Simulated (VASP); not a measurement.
# TiSi2 in VASP: notebook, part 2 of 2

VASP 6.6.1. Earlier steps stand in the parts before.

### 3 Single point, PBEsol (13.38 Å³/atom)

This run uses another cell than the first one, of 13.38 Å³/atom.

Input file INCAR:

```
SYSTEM = TiSi2
  PREC = Accurate
  ENCUT = 520
  EDIFF = 1E-6
  ISMEAR = 0
  SIGMA = 0.1
  LREAL = .False.
  LASPH = .True.
  NELM = 100
  ALGO = Normal
  ISIF = 2
  LWAVE = .False.
  LCHARG = .True.
  GGA = PS
  LELF = .True.
  LVHAR = .True.
  NBANDS = 29
```

Input file KPOINTS:

```
regular mesh
0
Gamma
  10 10 10
  0 0 0
```

Input file POSCAR:

```
TiSi2
1.0
    0.0000000000      4.0423817599      4.2145984902
    2.3558121495      0.0000000000      4.2145984902
    2.3558121495      4.0423817599      0.0000000000
Ti Si
2 4
Direct
    0.7500000000      0.7500000000      0.7500000000
    0.5000000000      0.5000000000      0.5000000000
    0.0860378998      0.4139621002      0.0860378998
    0.4139621002      0.0860378998      0.4139621002
    0.1639621002      0.8360378998      0.1639621002
    0.8360378998      0.1639621002      0.8360378998
```

Potentials or basis: VASP PAW PBE potentials, release 64 (Ti_sv, Si).

The run is started by

```
> cat potpaw_PBE.64/Ti_sv/POTCAR potpaw_PBE.64/Si/POTCAR > POTCAR
> mpirun -np 1 vasp_std > vasp.out
```

OUTCAR:

```text
SYSTEM = TiSi2
   PREC = Accurate
   ENCUT = 520
   EDIFF = 1E-6
   ISMEAR = 0
   LREAL = .False.
   LASPH = .True.
   NELM = 100
   ISIF = 2
   GGA = PS

 ion  position               nearest neighbor table
   1  0.750  0.750  0.750-   6 2.51   5 2.51   6 2.51   5 2.51   4 2.70   4 2.70   3 2.70   3 2.70
                             3 2.72   4 2.72
   2  0.500  0.500  0.500-   3 2.51   4 2.51   3 2.51   4 2.51   5 2.70   5 2.70   6 2.70   6 2.70
                             5 2.72   6 2.72
   3  0.086  0.414  0.086-   5 2.50   5 2.50   2 2.51   2 2.51   4 2.65   1 2.70   1 2.70   1 2.72
                             4 2.74   4 2.74   6 3.15   6 3.15   6 3.15   6 3.15
   4  0.414  0.086  0.414-   6 2.50   6 2.50   2 2.51   2 2.51   3 2.65   1 2.70   1 2.70   1 2.72
                             3 2.74   3 2.74   5 3.15   5 3.15   5 3.15   5 3.15
   5  0.164  0.836  0.164-   3 2.50   3 2.50   1 2.51   1 2.51   6 2.65   2 2.70   2 2.70   2 2.72
                             6 2.74   6 2.74   4 3.15   4 3.15   4 3.15   4 3.15
   6  0.836  0.164  0.836-   4 2.50   4 2.50   1 2.51   1 2.51   5 2.65   2 2.70   2 2.70   2 2.72
                             5 2.74   5 2.74   3 3.15   3 3.15   3 3.15   3 3.15

  LATTYP: Found a face centered orthorhombic cell.
 ALAT       =     4.7116242990
 B/A-ratio  =     1.7159185467
 C/A-ratio  =     1.7890214596

  Lattice vectors:

 A1 = (   0.0000000000,   4.0423817599,   4.2145984902)
 A2 = (   2.3558121495,   0.0000000000,   4.2145984902)
 A3 = (   2.3558121495,   4.0423817599,   0.0000000000)

Analysis of symmetry for initial positions (statically):
=====================================================================
 Subroutine PRICEL returns:
 Original cell was already a primitive cell.

 Routine SETGRP: Setting up the symmetry group for a
 face centered orthorhombic supercell.

 Subroutine GETGRP returns: Found  8 space group operations
 (whereof  4 operations were pure point group operations)
 out of a pool of  8 trial point group operations.

The static configuration has the point symmetry D_2 .
 The point group associated with its full space group is D_2h.

Analysis of symmetry for dynamics (positions and initial velocities):
[... 142 lines left out ...]
  Fermi-wavevector in a.u.,A,eV,Ry     =   1.297897  2.452669 22.919499  1.684536
  Thomas-Fermi vector in A             =   2.429260
   LORBIT       =      0    0 simple, 1 ext, 2 COOP (PROOUT), +10 PAW based schemes
   GGA     = PS    functional components
   LHFCALC =     F    Hartree Fock is set to
   AEXX    =    0.0000 exact exchange contribution
   IVDW    =     0    specifies the selected vdW correction
   LEPSILON=     F    determine dielectric tensor
   LRPA    =     F    only Hartree local field effects (RPA)
 non-spin polarized calculation
 Gauss-broadening in eV      SIGMA  =   0.10
  energy-cutoff  :      520.00
  volume of cell :       80.27
 maximum number of plane-waves:      2188
 NGX is ok and might be reduce to    48
   NGX = 21   NGY = 17   NGZ = 17

 number of electron      40.0000003 magnetization

 Free energy of the ion-electron system (eV)
  ---------------------------------------------------
  ext. energy  EPLUGINS =         0.00000000
  ---------------------------------------------------
  free energy    TOTEN  =       -43.64628007 eV

  energy without entropy =      -43.63568574  energy(sigma->0) =      -43.64098291

 E-fermi :  10.6414     XC(G=0): -12.0213

 val. band max:       10.6300691161   @ k =   0.0000   0.2000   0.2000
 cond. band min:      10.6458312286   @ k =   0.0000   0.2000   0.2000
 fundamental gap:      0.0157621125
 Fermi energy:        10.6413513907

 k-point     1 :       0.0000    0.0000    0.0000
  band No.  band energies     occupation
      1     -45.2232      2.00000
      2     -45.1871      2.00000
      3     -21.7498      2.00000
      4     -21.7173      2.00000
      5     -21.6362      2.00000
      6     -21.6188      2.00000
[... 757 lines left out ...]
     28      14.9250      0.00000
     29      14.9890      0.00000

 [... further k-points ...]
[... 5 lines left out ...]
  --------------------------------------------------------------------------------------
  -------------------------------------------------------------------------------------
  Total        2.5486788      2.5186691      2.5610059      0.0000000      0.0000000      0.0000000
  in kB       50.8699726     50.2709989     51.1160130      0.0000000      0.0000000      0.0000000
  external PRESSURE =      50.7523282 kB  Pullay stress =       0.0000000 kB

 VOLUME and BASIS-vectors are now :
 -----------------------------------------------------------------------------
  energy-cutoff  :      520.00
  volume of cell :       80.27
      direct lattice vectors                 reciprocal lattice vectors
     0.000000000  4.042381760  4.214598490    -0.212241031  0.123689456  0.118635263
     2.355812150  0.000000000  4.214598490     0.212241031 -0.123689456  0.118635263
     2.355812150  4.042381760  0.000000000     0.212241031  0.123689456 -0.118635263

 POSITION                                       TOTAL-FORCE (eV/Angst)
 -----------------------------------------------------------------------------------
      3.53372      6.06357      6.32190         0.000000     -0.000000      0.000000
      2.35581      4.04238      4.21460        -0.000000     -0.000000     -0.000000
      1.17791      0.69560      2.10730        -0.000000     -0.001576     -0.000000
      1.17791      3.34679      2.10730        -0.000000      0.001576     -0.000000
      2.35581      1.32559      4.21460         0.000000      0.001576     -0.000000
      2.35581      6.75917      4.21460         0.000000     -0.001576     -0.000000
 -----------------------------------------------------------------------------------
    total drift:                               -0.000000     -0.000000     -0.000000

  FREE ENERGIE OF THE ION-ELECTRON SYSTEM (eV)
  ---------------------------------------------------
  free  energy   TOTEN  =       -43.6462800714 eV

  energy  without entropy=      -43.6356857417  energy(sigma->0) =      -43.64098291
```

Wall time 2.8 min (1 thread of Intel Xeon 6975P-C (Granite Rapids), shared host); peak memory 0.47 GiB.

Results:

```
Free energy            : -43.6463 eV
Pressure               : 5.1 GPa
Band gap on the k mesh : zero (bands 20 and 21 overlap by 1.95 eV)
```

Caveat: the cell stands under pressure; the PAW data sets were made with another functional, which shifts forces and pressure a little.

### 4 Relaxation of the atoms, PBEsol (strain along c alone, the other axes held: -3.0 %)

Input file INCAR:

```
PREC = Accurate
ENCUT = 520
EDIFF = 1E-7
ISMEAR = 0
SIGMA = 0.1
LREAL = F
LASPH = T
NELM = 60
ALGO = Normal
ISIF = 2
LWAVE = F
LCHARG = F
GGA = PS
IBRION = 2
NSW = 60
EDIFFG = -0.008
KPAR = 4
```

Input file KPOINTS:

```
regular mesh
0
Gamma
  10 10 10
```

Input file POSCAR:

```
TiSi2
1.0
   -0.0533554021      3.9993807411      4.2480470637
    2.3628071033     -0.0310512838      4.2480470637
    2.3094517012      3.9683294573      0.0000000000
Ti Si
2 4
Direct
    0.7491845018      0.7491845018      0.7508154982
    0.5008154982      0.5008154982      0.4991845018
    0.0865668504      0.4135307352      0.0858160146
    0.4135307352      0.0865668504      0.4140863997
    0.1634331496      0.8364692648      0.1641839854
    0.8364692648      0.1634331496      0.8359136003
```

The run is started by

```
> cat potpaw_PBE.64/Ti_sv/POTCAR potpaw_PBE.64/Si/POTCAR > POTCAR
> mpirun -np 4 vasp_std > vasp.out
```

Wall time 7.3 min (4 MPI ranks of Intel Xeon Platinum 8488C (Sapphire Rapids), shared host); peak memory 0.58 GiB.

It converged, with:

```yaml
Free_energy: -43.6052 eV
Energy_gained_by_relaxing: 0.0 meV/atom
Ionic_steps: 4
Pressure_after_relaxing: 4.7 GPa
Largest_force_after_relaxing: 0.007 eV/Å
Band_gap_on_the_k_mesh: zero (bands 20 and 21 overlap by 1.96 eV)
```

Forces on the atoms (eV/Å):
```
Ti   0.000  0.000 -0.003
Ti   0.000  0.000  0.003
Si  -0.005  0.001  0.004
Si   0.005 -0.001  0.004
Si   0.005 -0.001 -0.004
Si  -0.005  0.001 -0.004
```

Stress tensor (GPa, compression positive):
```
3.91 3.47 0.00
3.47 8.81 0.00
0.00 0.00 1.47
```

Step by step:
```
step  energy change (eV)  largest force (eV/Å)  pressure (GPa)
   1              0.0000                0.0504            4.72
   2             -0.0002                0.0138            4.73
   3             -0.0002                0.0110            4.73
   4             -0.0002                0.0066            4.73
```

Final structure:
```
Ti Si
1.0
    -0.05336    3.99938    4.24805
     2.36281   -0.03105    4.24805
     2.30945    3.96833    0.00000
Ti Si
2 4
Direct
  0.74890 0.74890 0.75110
  0.50110 0.50110 0.49890
  0.08662 0.41322 0.08581
  0.41322 0.08662 0.41435
  0.16338 0.83678 0.16419
  0.83678 0.16338 0.83565
```

Levels at points of the mesh, in eV from the Fermi level:
| k point | band 17 | band 18 | band 19 | band 20 | band 21 | band 22 | band 23 | band 24 |
| --- | --- | --- | --- | --- | --- | --- | --- | --- |
| (0.00, 0.00, 0.00) | -2.43 | -2.01 | -1.76 | -1.29 | -0.94 | 2.11 | 3.23 | 3.43 |
| (0.50, 0.00, 0.00) | -2.06 | -1.20 | -0.08 | 0.09 | 1.04 | 1.41 | 1.76 | 2.28 |
| (0.50, 0.50, 0.00) | -1.63 | -1.39 | -1.09 | -1.01 | 0.64 | 0.65 | 3.35 | 3.47 |
| (0.00, 0.00, 0.50) | -2.06 | -0.98 | -0.08 | 0.15 | 1.14 | 1.39 | 1.72 | 2.44 |
| (0.50, 0.00, 0.50) | -2.43 | -2.43 | -0.82 | -0.82 | 1.38 | 1.38 | 3.44 | 3.44 |
| (0.00, 0.50, 0.50) | -1.25 | -1.25 | -0.55 | -0.55 | 0.81 | 0.81 | 2.44 | 2.44 |

Caveat: the cell differs from its parent crystal (strain along c alone, the other axes held: -3.0 %); the PAW data sets were made with another functional, which shifts forces and pressure a little.

### 5 Relaxation of the atoms, PBEsol (strain along c alone, the other axes held: -2.0 %)

Input file INCAR:

```
PREC = Accurate
ENCUT = 520
EDIFF = 1E-6
ISMEAR = 0
SIGMA = 0.1
LREAL = False
LASPH = True
NELM = 60
ALGO = Normal
ISIF = 2
LWAVE = False
LCHARG = False
GGA = PS
IBRION = 2
NSW = 60
EDIFFG = -0.008
KPAR = 4
```

Input file KPOINTS:

```
Automatic mesh
0
Gamma
  10 10 10
```

Input file POSCAR:

```
TiSi2
1.0
   -0.0355702681      4.0299409261      4.2480470637
    2.3688307497     -0.0207008559      4.2480470637
    2.3332604816      4.0092400703      0.0000000000
Ti Si
2 4
Direct
    0.7495615127      0.7495615127      0.7504384873
    0.5004384873      0.5004384873      0.4995615127
    0.0863844692      0.4137054720      0.0859640064
    0.4137054720      0.0863844692      0.4139460524
    0.1636155308      0.8362945280      0.1640359936
    0.8362945280      0.1636155308      0.8360539476
```

The run is started by

```
> cat potpaw_PBE.64/Ti_sv/POTCAR potpaw_PBE.64/Si/POTCAR > POTCAR
> mpirun -np 4 vasp_std > vasp.out
```

Run time: 7.2 min. Hardware: 4 MPI ranks of Intel Xeon Platinum 8488C (Sapphire Rapids), shared host; peak memory 0.58 GiB.

The run converged. Its results:

* Free energy: -43.6503 eV
* Energy gained by relaxing: 0.0 meV/atom
* Ionic steps: 5
* Pressure after relaxing: 3.1 GPa
* Largest force after relaxing: 0.005 eV/Å
* Band gap on the k mesh: zero (bands 20 and 21 overlap by 1.94 eV)

Forces on the atoms (eV/Å):
```
Ti   0.000  0.000 -0.003
Ti   0.000  0.000  0.003
Si  -0.004  0.001  0.003
Si   0.004 -0.001  0.003
Si   0.004 -0.001 -0.003
Si  -0.004  0.001 -0.003
```

Stress tensor (GPa, compression positive):
```
2.54 2.26 0.00
2.26 5.69 0.00
0.00 0.00 1.01
```

Step by step:
| step | energy change (eV) | largest force (eV/Å) | pressure (GPa) |
| --- | --- | --- | --- |
| 1 | 0.0000 | 0.0486 | 3.09 |
| 2 | -0.0001 | 0.0119 | 3.08 |
| 3 | -0.0002 | 0.0090 | 3.08 |
| 4 | -0.0002 | 0.0085 | 3.08 |
| 5 | -0.0002 | 0.0053 | 3.08 |

Final structure:
```
CELL_PARAMETERS angstrom
-0.03557 4.02994 4.24805
2.36883 -0.02070 4.24805
2.33326 4.00924 0.00000
ATOMIC_POSITIONS crystal
Ti 0.74930 0.74930 0.75070
Ti 0.50070 0.50070 0.49930
Si 0.08639 0.41349 0.08598
Si 0.41349 0.08639 0.41414
Si 0.16361 0.83651 0.16402
Si 0.83651 0.16361 0.83586
```

Levels at points of the mesh, in eV from the Fermi level:
| k point | band 17 | band 18 | band 19 | band 20 | band 21 | band 22 | band 23 | band 24 |
| --- | --- | --- | --- | --- | --- | --- | --- | --- |
| (0.00, 0.00, 0.00) | -2.38 | -2.01 | -1.77 | -1.33 | -0.94 | 2.10 | 3.22 | 3.44 |
| (0.50, 0.00, 0.00) | -2.03 | -1.16 | -0.06 | 0.11 | 1.04 | 1.40 | 1.75 | 2.29 |
| (0.50, 0.50, 0.00) | -1.60 | -1.45 | -1.07 | -1.01 | 0.69 | 0.69 | 3.34 | 3.43 |
| (0.00, 0.00, 0.50) | -2.03 | -1.02 | -0.06 | 0.15 | 1.11 | 1.39 | 1.73 | 2.39 |
| (0.50, 0.00, 0.50) | -2.41 | -2.41 | -0.84 | -0.84 | 1.36 | 1.36 | 3.42 | 3.42 |
| (0.00, 0.50, 0.50) | -1.22 | -1.22 | -0.59 | -0.59 | 0.84 | 0.84 | 2.40 | 2.40 |

Caveat: the cell differs from its parent crystal (strain along c alone, the other axes held: -2.0 %); the PAW data sets were made with another functional, which shifts forces and pressure a little.

### 6 Summary

| task | cell | gap on the mesh (eV) | pressure (GPa) | largest force (eV/Å) |
| --- | --- | --- | --- | --- |
| single point | a = 5.780, b = 4.785, c = 4.623 Å, angles 75.8, 53.4, 50.8°, 6 atoms, atomic positions A | none | 10.8 | - |
| single point | a = 5.840, b = 4.828, c = 4.679 Å, angles 75.8, 53.3, 51.0°, 6 atoms, atomic positions B | none | 5.1 | - |
| relaxation of the atoms | atoms relaxed from a = 5.835, b = 4.861, c = 4.591 Å, angles 76.2, 54.0, 51.1°, 6 atoms, atomic positions C | none | 4.7 | 0.01 |
| relaxation of the atoms | atoms relaxed from a = 5.856, b = 4.864, c = 4.639 Å, angles 76.0, 53.7, 51.1°, 6 atoms, atomic positions D | none | 3.1 | 0.01 |

Alike in all rows: level PBEsol; potentials or basis VASP PAW PBE potentials, release 64 (Ti_sv, Si); no spin polarisation; k mesh 10 × 10 × 10; cutoff (eV) 520; smearing gaussian 0.1 eV.

Caveats: the PAW data sets were made with another functional, which shifts forces and pressure a little; the cell stands under pressure (at least some runs).

Total energies depend on the potentials used, so only differences within one code and one set of settings carry meaning.

The gap in the log of VASP goes by the Fermi energy; the results here count the filled bands.